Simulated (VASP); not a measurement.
A run of VASP 6.6.1 is set up as follows.

The input INCAR:

```
SYSTEM = CoO
ALGO = Normal
EDIFF = 1E-8
ENCUT = 600
GGA = PE
IBRION = 6
ISIF = 3
ISMEAR = 0
ISPIN = 2
LASPH = .TRUE.
LCHARG = .FALSE.
LDAU = .TRUE.
LDAUJ = 0 0
LDAUL = 2 -1
LDAUPRINT = 1
LDAUTYPE = 2
LDAUU = 3.32 0
LMAXMIX = 4
LORBIT = 11
LREAL = .FALSE.
LWAVE = .FALSE.
MAGMOM = 2.84 0.26
NELM = 150
NFREE = 2
NSW = 1
POTIM = 0.015
PREC = Accurate
SIGMA = 0.01
```

The input KPOINTS:

```
k-points
0
G
  3 3 3
  0 0 0
```

POSCAR

```
CoO
1.0
   -1.4988479147      1.4988479147      2.2653713856
    1.4988479147     -1.4988479147      2.2653713856
    1.4988479147      1.4988479147     -2.2653713856
Co O
1 1
Direct
    0.0000000000      0.0000000000      0.0000000000
    0.5000000000      0.5000000000      0.0000000000
```

Potentials or basis: VASP PAW PBE potentials, release 64 (Co, O).

Launch:

```bash
$ cat potpaw_PBE.64/Co/POTCAR potpaw_PBE.64/O/POTCAR > POTCAR
$ mpirun -np 1 vasp_std > vasp.out
```

**Question.** Predict the Voigt bulk modulus.

**Answer.** 161 GPa.

**Question.** Predict the highest phonon frequency at Γ, LO-TO splitting left out.

**Answer.** 254 cm⁻¹.

**Question.** What does it give for the net moment?

**Answer.** 3.00 μB per cell.

**Question.** What does it give for the site moments?

**Answer.** Co +2.73; O +0.22 μB.

Phonon frequencies in cm⁻¹ (negative: imaginary):
| q point | frequencies |
| --- | --- |
| (0.000, 0.000, 0.000) | 0 0 0 149 254 254 |

Caveat: the k points lie up to 0.84 Å⁻¹ apart; the cell is under stress, which shifts elastic constants; a cell with one magnetic atom can't hold antiferromagnetic order, which such compounds often take. The state reached can hang on the start; a lower one may exist.
